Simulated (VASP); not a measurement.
# Pd4Pt (F-43m) in VASP: single point with PBE

Aim: the single point of Pd4Pt with PBE.

All numbers are computed with VASP 6.6.1; they aren't measurements. Logs are shortened: lines on timing, memory, paths and dates and some standing lists are left out, and cuts for length are marked.

### Step 1. The cell of the first run

It takes space group F-43m (No. 216, cubic). The conventional cell has a = 7.280 Å, b = 7.280 Å, c = 7.280 Å, α = 90.00°, β = 90.00°, γ = 90.00°. Within 3.4 Å of Pd (site symmetry 3m) lie 6 Pd at 2.57 to 2.58 Å and 3 Pt at 3.02 Å. Pt (site symmetry -43m) has 12 Pd at 3.02 Å within 4.0 Å.

The cell was built from a structure type or drawn by symmetry, and may not be a known phase.

### Step 2. Single point, PBE

Input file INCAR:

```
SYSTEM = Pd4Pt
PREC = Accurate
ENCUT = 520
EDIFF = 1E-6
ISMEAR = 0
SIGMA = 0.2
LREAL = .False.
LASPH = .True.
NELM = 100
ALGO = Fast
ISIF = 2
LWAVE = .False.
LCHARG = .False.
GGA = PE
NBANDS = 33
```

Input file KPOINTS:

```
Automatic mesh
0
Gamma
  4 4 4
  0 0 0
```

Input file POSCAR:

```
Pd4Pt
1.0
    0.0000000000      3.6399295726      3.6399295726
    3.6399295726      0.0000000000      3.6399295726
    3.6399295726      3.6399295726      0.0000000000
Pd Pt
4 1
Direct
    0.3751482253      0.3751482253      0.3751482253
    0.3751482253      0.3751482253      0.8745553241
    0.3751482253      0.8745553241      0.3751482253
    0.8745553241      0.3751482253      0.3751482253
    0.7500000000      0.7500000000      0.7500000000
```

Potentials or basis: VASP PAW PBE potentials, release 64 (Pd, Pt).

Launch:

```sh
$ cat potpaw_PBE.64/Pd/POTCAR potpaw_PBE.64/Pt/POTCAR > POTCAR
$ mpirun -np 1 vasp_std > vasp.out
```

OUTCAR:

```text
SYSTEM = Pd4Pt
   PREC = Accurate
   ENCUT = 520
   EDIFF = 1E-6
   ISMEAR = 0
   LREAL = .False.
   LASPH = .True.
   NELM = 100
   ISIF = 2
   GGA = PE

 ion  position               nearest neighbor table
   1  0.375  0.375  0.375-   2 2.57   3 2.57   4 2.57   2 2.58   3 2.58   4 2.58   5 3.02   5 3.02
                             5 3.02
   2  0.375  0.375  0.875-   1 2.57   3 2.57   4 2.57   1 2.58   3 2.58   4 2.58   5 3.02   5 3.02
                             5 3.02
   3  0.375  0.875  0.375-   1 2.57   2 2.57   4 2.57   2 2.58   1 2.58   4 2.58   5 3.02   5 3.02
                             5 3.02
   4  0.875  0.375  0.375-   1 2.57   2 2.57   3 2.57   1 2.58   2 2.58   3 2.58   5 3.02   5 3.02
                             5 3.02
   5  0.750  0.750  0.750-   2 3.02   3 3.02   4 3.02   1 3.02   1 3.02   1 3.02   3 3.02   3 3.02
                             4 3.02   2 3.02   2 3.02   4 3.02

  LATTYP: Found a face centered cubic cell.
 ALAT       =     7.2798591452

  Lattice vectors:

 A1 = (   0.0000000000,   3.6399295726,   3.6399295726)
 A2 = (   3.6399295726,   0.0000000000,   3.6399295726)
 A3 = (   3.6399295726,   3.6399295726,   0.0000000000)

Analysis of symmetry for initial positions (statically):
=====================================================================
 Subroutine PRICEL returns:
 Original cell was already a primitive cell.

 Routine SETGRP: Setting up the symmetry group for a
 face centered cubic supercell.

 Subroutine GETGRP returns: Found 24 space group operations
 (whereof 24 operations were pure point group operations)
 out of a pool of 48 trial point group operations.

The static configuration has the point symmetry T_d .

Analysis of symmetry for dynamics (positions and initial velocities):
=====================================================================
 Subroutine PRICEL returns:
 Original cell was already a primitive cell.

 Routine SETGRP: Setting up the symmetry group for a
 face centered cubic supercell.

 Subroutine GETGRP returns: Found 24 space group operations
 (whereof 24 operations were pure point group operations)
 out of a pool of 48 trial point group operations.

The dynamic configuration has the point symmetry T_d .

 Subroutine INISYM returns: Found 24 space group operations
 (whereof 24 operations are pure point group operations),
 and found     1 'primitive' translations

----------------------------------------------------------------------------------------

                                     Primitive cell

  volume of cell :      96.4515

  direct lattice vectors                    reciprocal lattice vectors
     0.000000000  3.639929573  3.639929573    -0.137365295  0.137365295  0.137365295
     3.639929573  0.000000000  3.639929573     0.137365295 -0.137365295  0.137365295
     3.639929573  3.639929573  0.000000000     0.137365295  0.137365295 -0.137365295

  length of vectors
     5.147637768  5.147637768  5.147637768     0.237923670  0.237923670  0.237923670

  position of ions in fractional coordinates (direct lattice)
     0.375148225  0.375148225  0.375148225
     0.375148225  0.375148225  0.874555324
     0.375148225  0.874555324  0.375148225
     0.874555324  0.375148225  0.375148225
     0.750000000  0.750000000  0.750000000

  ion indices of the primitive-cell ions
   primitive index   ion index
                 1           1
                 2           2
                 3           3
                 4           4
                 5           5

----------------------------------------------------------------------------------------

 KPOINTS: Automatic mesh

Automatic generation of k-mesh.
 Grid dimensions read from file:
 generate k-points for:    4    4    4

 Generating k-lattice:

  Cartesian coordinates                     Fractional coordinates (reciprocal lattice)
    -0.034341324  0.034341324  0.034341324     0.250000000  0.000000000  0.000000000
     0.034341324 -0.034341324  0.034341324     0.000000000  0.250000000  0.000000000
     0.034341324  0.034341324 -0.034341324     0.000000000  0.000000000  0.250000000

  Length of vectors
     0.059480918  0.059480918  0.059480918

  Shift w.r.t. Gamma in fractional coordinates (k-lattice)
     0.000000000  0.000000000  0.000000000

 Subroutine IBZKPT returns following result:
 ===========================================

 Found      8 irreducible k-points:

 Following reciprocal coordinates:
            Coordinates               Weight
  0.000000  0.000000  0.000000      1.000000
  0.250000  0.000000  0.000000      8.000000
  0.500000  0.000000  0.000000      4.000000
  0.250000  0.250000  0.000000      6.000000
  0.500000  0.250000  0.000000     24.000000
 -0.250000  0.250000  0.000000     12.000000
  0.500000  0.500000  0.000000      3.000000
 -0.250000  0.500000  0.250000      6.000000
   k-points           NKPTS =      8   k-points in BZ     NKDIM =      8   number of bands    NBANDS=     33
   number of dos      NEDOS =    301   number of ions     NIONS =      5
   total plane-waves  NPLWV =  64000
   dimension x,y,z NGX =    40 NGY =   40 NGZ =   40
   dimension x,y,z NGXF=    80 NGYF=   80 NGZF=   80
   ions per type =               4   1
   NGX,Y,Z   is equivalent  to a cutoff of  12.92, 12.92, 12.92 a.u.
   NGXF,Y,Z  is equivalent  to a cutoff of  25.84, 25.84, 25.84 a.u.
 SYSTEM =  Pd4Pt
   PREC   = accura    normal or accurate (medium, high low for compatibility)
   ISTART =      0    job   : 0-new  1-cont  2-samecut
   ICHARG =      2    charge: 1-file 2-atom 10-const
   ISPIN  =      1    spin polarized calculation?
   LNONCOLLINEAR =      F non collinear calculations
   LSORBIT =      F    spin-orbit coupling
   LASPH  =      T    aspherical Exc in radial PAW
   ENCUT  =  520.0 eV  38.22 Ry    6.18 a.u.   9.57  9.57  9.57*2*pi/ulx,y,z
   NELM   =    100;   NELMIN=  2; NELMDL= -5     # of ELM steps
   EDIFF  = 0.1E-05   stopping-criterion for ELM
   LREAL  =      F    real-space projection
   EDIFFG = 0.1E-04   stopping-criterion for IOM
   NSW    =      0    number of steps for IOM
   IBRION =     -1    ionic relax: 0-MD 1-quasi-New 2-CG
   NFREE  =      0    steps in history (QN), initial steepest desc. (CG)
   ISIF   =      2    stress and relaxation
   ISYM   =      2    0-nonsym 1-usesym 2-fastsym
   POTIM  = 0.5000    time-step for ionic-motion
   TEBEG  =    0.0;   TEEND  =   0.0 temperature during run
   PSTRESS=    0.0 pullay stress
   NELECT =      50.0000    total number of electrons
   NUPDOWN=      -1.0000    fix difference up-down
   EMIN   =  10.00;   EMAX   =-10.00  energy-range for DOS
   EFERMI =   0.00;   METHOD = LEGACY
   ISMEAR =     0;   SIGMA  =   0.20  broadening in eV -4-tet -1-fermi 0-gaus
   EFERMI_NEDOS =   21; number of points for ismear=-14 and -15
   IALGO  =     68    algorithm
   IMIX   =      4    mixing-type and parameters
     AMIX     =   0.40;   BMIX     =  1.00
     AMIX_MAG =   1.60;   BMIX_MAG =  1.00
  volume/ion in A,a.u.               =      19.29       130.18
  Fermi-wavevector in a.u.,A,eV,Ry     =   1.315109  2.485196 23.531446  1.729513
  Thomas-Fermi vector in A             =   2.445315
   LORBIT       =      0    0 simple, 1 ext, 2 COOP (PROOUT), +10 PAW based schemes
   GGA     = PE    functional components
   LHFCALC =     F    Hartree Fock is set to
   AEXX    =    0.0000 exact exchange contribution
   IVDW    =     0    specifies the selected vdW correction
   LEPSILON=     F    determine dielectric tensor
   LRPA    =     F    only Hartree local field effects (RPA)
 non-spin polarized calculation
 RMM-DIIS sequential band-by-band and
 Gauss-broadening in eV      SIGMA  =   0.20
  energy-cutoff  :      520.00
  volume of cell :       96.45
 maximum number of plane-waves:      2637
 NGX is ok and might be reduce to    40
   NGX = 19   NGY = 19   NGZ = 19

 number of electron      50.0000005 magnetization

 Free energy of the ion-electron system (eV)
  ---------------------------------------------------
  ext. energy  EPLUGINS =         0.00000000
  ---------------------------------------------------
  free energy    TOTEN  =       -24.06993053 eV

  energy without entropy =      -23.94082915  energy(sigma->0) =      -24.00537984

 E-fermi :   6.3504     XC(G=0): -11.3509

 val. band max:        6.2690637550   @ k =   0.2500   0.2500   0.0000
 cond. band min:       6.3972315773   @ k =   0.2500   0.0000   0.0000
 fundamental gap:      0.1281678223
 Fermi energy:         6.3504242176

 k-point     1 :       0.0000    0.0000    0.0000
  band No.  band energies     occupation
      1      -0.5599      2.00000
      2       0.8982      2.00000
      3       1.4724      2.00000
      4       1.4724      2.00000
      5       1.4724      2.00000
      6       2.3504      2.00000
[... 25 lines left out ...]
     32      14.5867      0.00000
     33      14.5905      0.00000

 k-point     2 :       0.2500    0.0000    0.0000
  band No.  band energies     occupation
      1      -0.0898      2.00000
      2       1.3021      2.00000
      3       1.6407      2.00000
      4       1.7566      2.00000
      5       1.7566      2.00000
      6       2.5502      2.00000
[... 25 lines left out ...]
     32      13.6000      0.00000
     33      13.6000      0.00000

 k-point     3 :       0.5000    0.0000    0.0000
  band No.  band energies     occupation
      1       0.4524      2.00000
      2       1.7877      2.00000
      3       2.0323      2.00000
      4       2.0323      2.00000
      5       2.2038      2.00000
      6       2.9719      2.00000
[... 25 lines left out ...]
     32      13.3377      0.00000
     33      13.3377      0.00000

 k-point     4 :       0.2500    0.2500    0.0000
  band No.  band energies     occupation
      1       0.1120      2.00000
      2       1.4167      2.00000
      3       1.6519      2.00000
      4       1.8970      2.00000
      5       1.8970      2.00000
      6       2.4514      2.00000
[... 25 lines left out ...]
     32      14.4913      0.00000
     33      15.7148      0.00000

 k-point     5 :       0.5000    0.2500    0.0000
  band No.  band energies     occupation
      1       0.8551      2.00000
      2       1.8355      2.00000
      3       2.0410      2.00000
      4       2.3371      2.00000
      5       2.3559      2.00000
      6       2.6441      2.00000
[... 25 lines left out ...]
     32      14.5963      0.00000
     33      15.1993      0.00000

 k-point     6 :      -0.2500    0.2500    0.0000
  band No.  band energies     occupation
      1       0.5545      2.00000
      2       1.6892      2.00000
      3       2.0089      2.00000
      4       2.0639      2.00000
      5       2.2667      2.00000
      6       2.6420      2.00000
[... 25 lines left out ...]
     32      13.8006      0.00000
     33      15.0742      0.00000

 k-point     7 :       0.5000    0.5000    0.0000
  band No.  band energies     occupation
      1       1.4792      2.00000
      2       1.4847      2.00000
      3       2.2582      2.00000
      4       2.4762      2.00000
      5       2.5622      2.00000
      6       2.5622      2.00000
[... 25 lines left out ...]
     32      17.2485      0.00000
     33      17.6010      0.00000

 k-point     8 :      -0.2500    0.5000    0.2500
  band No.  band energies     occupation
      1       1.6543      2.00000
      2       1.7051      2.00000
      3       2.0500      2.00000
      4       2.3256      2.00000
      5       2.5630      2.00000
      6       2.6587      2.00000
[... 25 lines left out ...]
     32      13.5534      0.00000
     33      14.9399      0.00000

------------------------ aborting loop because EDIFF is reached ----------------------------------------

  FORCE on cell =-STRESS in cart. coord.  units (eV):
  Direction    XX          YY          ZZ          XY          YZ          ZX
  --------------------------------------------------------------------------------------
  -------------------------------------------------------------------------------------
  Total        0.2429756      0.2429756      0.2429756     -0.0000000     -0.0000000      0.0000000
  in kB        4.0361225      4.0361225      4.0361225     -0.0000000     -0.0000000      0.0000000
  external PRESSURE =       4.0361225 kB  Pullay stress =       0.0000000 kB

 VOLUME and BASIS-vectors are now :
 -----------------------------------------------------------------------------
  energy-cutoff  :      520.00
  volume of cell :       96.45
      direct lattice vectors                 reciprocal lattice vectors
     0.000000000  3.639929573  3.639929573    -0.137365295  0.137365295  0.137365295
     3.639929573  0.000000000  3.639929573     0.137365295 -0.137365295  0.137365295
     3.639929573  3.639929573  0.000000000     0.137365295  0.137365295 -0.137365295

 POSITION                                       TOTAL-FORCE (eV/Angst)
 -----------------------------------------------------------------------------------
      2.73103      2.73103      2.73103         0.003113      0.003113      0.003113
      4.54883      4.54883      2.73103        -0.003113     -0.003113      0.003113
      4.54883      2.73103      4.54883        -0.003113      0.003113     -0.003113
      2.73103      4.54883      4.54883         0.003113     -0.003113     -0.003113
      5.45989      5.45989      5.45989        -0.000000     -0.000000     -0.000000
 -----------------------------------------------------------------------------------
    total drift:                                0.000000      0.000000      0.000000

  FREE ENERGIE OF THE ION-ELECTRON SYSTEM (eV)
  ---------------------------------------------------
  free  energy   TOTEN  =       -24.0699305294 eV

  energy  without entropy=      -23.9408291522  energy(sigma->0) =      -24.00537984
```

Wall time 53 s (1 thread of Intel Xeon 8259CL, shared host); peak memory 0.24 GiB.

What came out:

* Free energy: -24.0699 eV
* Pressure: 0.4 GPa
* Largest force: 0.005 eV/Å
* Band gap on the k mesh: zero (bands 25 and 26 overlap by 1.05 eV)

Forces in eV/Å, atoms in the order of the input:
```
Pd   0.003  0.003  0.003
Pd  -0.003 -0.003  0.003
Pd  -0.003  0.003 -0.003
Pd   0.003 -0.003 -0.003
Pt   0.000  0.000  0.000
```

Levels at points of the mesh, in eV from the Fermi level:
```csv
k point,band 21,band 22,band 23,band 24,band 25,band 26,band 27,band 28,band 29,band 30
"(0.00, 0.00, 0.00)",-0.56,-0.47,-0.47,0.81,0.81,0.81,2.49,4.02,4.02,4.02
"(0.50, 0.00, 0.00)",-0.85,-0.67,-0.67,-0.46,-0.23,-0.23,0.81,3.14,4.16,4.16
"(0.50, 0.50, 0.00)",-1.19,-0.85,-0.84,-0.37,-0.37,-0.09,0.07,2.20,3.21,3.21
```

Caveat: the k points lie up to 0.37 Å⁻¹ apart, too coarse for converged energies and pressures of a metal; spin-orbit coupling is left out, which moves the levels of the heavy elements.
